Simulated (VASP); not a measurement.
A run of VASP 6.6.1:

INCAR

```
ALGO = Normal
EDIFF = 1E-6
ENCUT = 520
GGA = PS
GGA_COMPAT = False
ISIF = 2
ISMEAR = -1
ISPIN = 2
LASPH = True
LCHARG = False
LMAXMIX = 4
LORBIT = 11
LREAL = Auto
LWAVE = False
MAGMOM = 0.11 0.06 0.07 0.04 0.12 0.02 0.1 0.07 0.04 0.05 0.11 0.04 0 -0.01 0 0.02 0 0.01 -0.01 -0.01 -0.01 0.01 -0.01 0 0.02 0 0.02 -0.01 0 -0.01 0.01
NBANDS = 138
NELECT = 228.0
NELM = 200
NUPDOWN = 2.0
PREC = Accurate
SIGMA = 0.01
```

Contents of KPOINTS:

```
k-points
0
Gamma
  1 1 1
```

Contents of POSCAR:

```
Ta12N19
1.0
    1.9387053243     -5.1062032507      0.0000000000
    3.8774106485     10.2124065013      0.0000000000
    0.0000000000      0.0000000000     10.2351147877
Ta N
12 19
Direct
    0.1961779763      0.3976549029      0.2540252778
    0.8617561180      0.0669090828      0.4431647720
    0.1379742604      0.4356297071      0.5593008307
    0.1334065463      0.4333284096      0.9404896853
    0.8069851685      0.1050465576      0.7498193887
    0.8672373332      0.0686233313      0.0608248915
    0.1853563770      0.8952492983      0.2496184482
    0.8715393564      0.5667212176      0.4441291019
    0.1531389671      0.9429813576      0.5582836416
    0.1247156554      0.9302938224      0.9387145826
    0.8120517215      0.6023245879      0.7498185545
    0.8681777669      0.5667903280      0.0629755676
    0.0672212617      0.4846576808      0.3800223343
    0.6908226960      0.1646047487      0.5709011397
    0.3188259611      0.3462461864      0.4321939979
    0.6873560272      0.1532531896      0.9256181593
    0.2511021032      0.3841819267      0.7468795865
    0.3071093900      0.3452626267      0.0736203523
    0.0388631970      0.4706453579      0.1210182594
    0.9553825440      0.0275102537      0.8792960041
    0.7604834503      0.1165049738      0.2517956487
    0.9184270949      0.0086626985      0.6204774100
    0.0281028383      0.9703188712      0.3790271169
    0.2917469161      0.8453509607      0.4315551277
    0.6902269601      0.6533285805      0.9300051351
    0.2138212597      0.8819334578      0.7436708853
    0.3056579319      0.8474945520      0.0719729849
    0.0321546913      0.9704135751      0.1201770680
    0.9605915057      0.5275550059      0.8812060943
    0.7681741718      0.6163563163      0.2500071245
    0.9861330846      0.5370540971      0.6262680646
```

Potentials or basis: VASP PAW PBE potentials, release 64 (Ta_pv, N).

The run is started by

```sh
$ cat potpaw_PBE.64/Ta_pv/POTCAR potpaw_PBE.64/N/POTCAR > POTCAR
$ mpirun -np 1 vasp_gam > vasp.out
```

Hardware: 1 thread of Intel(R) Xeon(R) 6975P-C (Granite Rapids), with other jobs on the host.

**Question.** Estimate the wall time of this run.

**Answer.** It took 4 min on 1 thread of Intel(R) Xeon(R) 6975P-C (Granite Rapids), on a shared host, peak memory 0.81 GiB. Counts: scf iterations 20, k points 1.
